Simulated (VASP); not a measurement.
Runs of VASP 6.6.1 on HfN. The structure is that of space group Fm-3m (No. 225), or close to it. The cells are those of the table. 

```csv
cell,gap on the mesh (eV),pressure (GPa)
"a = 3.211, b = 3.211, c = 3.227 Å, angles 59.8, 59.8, 60.3°, 2 atoms",none,-6.6
"a = 3.203, b = 3.203, c = 3.211 Å, angles 59.9, 59.9, 60.2°, 2 atoms",none,-4.0
"a = 3.187, b = 3.187, c = 3.179 Å, angles 60.1, 60.1, 59.8°, 2 atoms",none,(b)
"a = 3.179, b = 3.179, c = 3.163 Å, angles 60.2, 60.2, 59.7°, 2 atoms",none,(a)
"a = 3.163, b = 3.163, c = 3.131 Å, angles 60.3, 60.3, 59.3°, 2 atoms",none,11.6
```

Alike in all rows: task single point; level r2SCAN; potentials or basis VASP PAW PBE potentials, release 64 (Hf_pv, N); no spin polarisation; k mesh 18 × 18 × 18; cutoff (eV) 520; smearing gaussian 0.15 eV.

Question: Estimate the missing entries.

Answer: (a) 4.8; (b) 1.7.

Caveats: the PAW data sets were made with another functional, which shifts forces and pressure a little; spin-orbit coupling is left out, which moves the levels of the heavy elements; an odd number of electrons without spin polarisation forces a metal; a magnetic or distorted state may lie lower; the cell stands under tension (at least some runs); the stress differs along the axes, from 1 to 7 GPa (at least some runs); the stress differs along the axes, from 4 to 15 GPa (at least some runs).

A k mesh can miss the band edges, and the runs leave out spin-orbit coupling on Hf.

A gap of «none» marks levels without a gap at the run's occupations.
